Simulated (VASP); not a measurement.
Here is a VASP 6.6.1 calculation.

The input INCAR:

```
SYSTEM = Pb8CS8O
ALGO     = Normal         ! electronic algorithm
DIPOL    = 0.5 0.5 0.277
EDIFF    = 1E-7           ! SCF threshold, eV
ENCUT    = 520            ! plane-wave cutoff, eV
GGA      = PE             ! functional
IDIPOL   = 3            
ISIF     = 2              ! what is computed and relaxed
ISMEAR   = 0              ! smearing method
LASPH    = .TRUE.         ! aspherical terms in the spheres
LCHARG   = .TRUE.         ! write CHGCAR
LDIPOL   = .TRUE.       
LELF     = .TRUE.         ! ELF
LREAL    = Auto         
LVACPOTAV= .TRUE.       
LVHAR    = .TRUE.       
LWAVE    = .FALSE.        ! write WAVECAR
NBANDS   = 100            ! bands
NELM     = 100            ! most SCF steps
PREC     = Accurate       ! precision mode
SIGMA    = 0.05           ! smearing width, eV
```

Contents of KPOINTS:

```
k-points
0
G
  3 3 1
  0 0 0
```

File POSCAR:

```
Pb8CS8O
1.0
    8.4980431765      0.0000000000      0.0000000000
    0.0000000000      8.4980431765      0.0000000000
    0.0000000000      0.0000000000     20.7166259994
Pb S C O
8 8 1 1
Direct
    0.2500000000      0.2500000000      0.1930816341
    0.2500000000      0.7500000000      0.1930816341
    0.7500000000      0.2500000000      0.1930816341
    0.7500000000      0.7500000000      0.1930816341
    0.0000000000      0.0000000000      0.3242142808
    0.0000000000      0.5000000000      0.3242142808
    0.5000000000      0.0000000000      0.3242142808
    0.5000000000      0.5000000000      0.3242142808
    0.0000000000      0.0000000000      0.1930816341
    0.0000000000      0.5000000000      0.1930816341
    0.5000000000      0.0000000000      0.1930816341
    0.5000000000      0.5000000000      0.1930816341
    0.2500000000      0.2500000000      0.3230985962
    0.2500000000      0.7500000000      0.3230985962
    0.7500000000      0.2500000000      0.3230985962
    0.7500000000      0.7500000000      0.3230985962
    0.6829257350      0.0000000000      0.4246167305
    0.8170742650      0.0000000000      0.4246167305
```

Potentials or basis: VASP PAW PBE potentials, release 64 (Pb_d, S, C, O).

The run is started by

```sh
$ cat potpaw_PBE.64/Pb_d/POTCAR potpaw_PBE.64/S/POTCAR potpaw_PBE.64/C/POTCAR potpaw_PBE.64/O/POTCAR > POTCAR
$ mpirun -np 1 vasp_std > vasp.out
```

Q: Predict the largest force.

A: 1.770 eV/Å.

Q: Estimate the band gap on the k mesh.

A: 1.68 eV.

Forces in eV/Å, atoms in the order of the input:
```
Pb   0.009 -0.049 -0.203
Pb   0.009  0.049 -0.203
Pb  -0.021 -0.057 -0.221
Pb  -0.021  0.057 -0.221
Pb   0.586  0.000 -0.714
Pb   0.040  0.000 -0.035
Pb  -0.593  0.000 -0.635
Pb  -0.023  0.000 -0.043
S   -0.041  0.000  0.016
S    0.003  0.000  0.217
S    0.062  0.000 -0.072
S   -0.009  0.000  0.206
S    0.010  0.041  0.062
S    0.010 -0.041  0.062
S   -0.038  0.211 -0.265
S   -0.038 -0.211 -0.265
C   -1.105  0.000  0.973
O    1.159  0.000  1.338
```

Caveat: spin-orbit coupling is left out, which moves the levels of the heavy elements.
